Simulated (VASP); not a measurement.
Set up this calculation in VASP 6.6.1, as the native input.

```yaml
Task: single point
Functional: PBE
Potentials_or_basis: VASP PAW PBE potentials, release 64 (Ti_sv)
Cutoff: 520 eV
k_mesh: 20 × 20 × 20
Occupations: gaussian, width 0.15 eV
Spin: no spin polarisation
Dipole_correction: no
Further_INCAR_settings: ALGO = Normal; EDIFF = 1e-06; NBANDS = 12
```

The structure of Ti lies in POSCAR:

```
Ti
1.0
   -1.6276186075      1.6276186075      1.4648567468
    1.6276186075     -1.6276186075      1.4648567468
    1.6276186075      1.6276186075     -1.4648567468
Ti
1
Direct
    0.0000000000      0.0000000000      0.0000000000
```

This cell differs from its parent crystal: engineering shear strain xy +0.0000, normal strain along z -0.1000.

The input as run:

INCAR

```
SYSTEM = Ti
  PREC = Accurate
  ENCUT = 520
  EDIFF = 1E-6
  ISMEAR = 0
  SIGMA = 0.15
  LREAL = .FALSE.
  LASPH = .TRUE.
  NELM = 100
  ALGO = Normal
  ISIF = 2
  LWAVE = .FALSE.
  LCHARG = .FALSE.
  GGA = PE
  NBANDS = 12
```

KPOINTS

```
Automatic mesh
0
G
  20 20 20
  0 0 0
```

Potentials or basis: VASP PAW PBE potentials, release 64 (Ti_sv).

Command:

```sh
$ cat potpaw_PBE.64/Ti_sv/POTCAR > POTCAR
$ mpirun -np 1 vasp_std > vasp.out
```

Results of the run:

```
Pressure               : 13.2 GPa
Band gap on the k mesh : zero (bands 6 and 7 overlap by 1.52 eV)
```

Caveat: the cell differs from its parent crystal (engineering shear strain xy +0.0000, normal strain along z -0.1000); the cell stands under pressure.

Wall time 2.2 min on 1 thread of Intel Xeon 8259CL (shared host), peak memory 0.22 GiB.
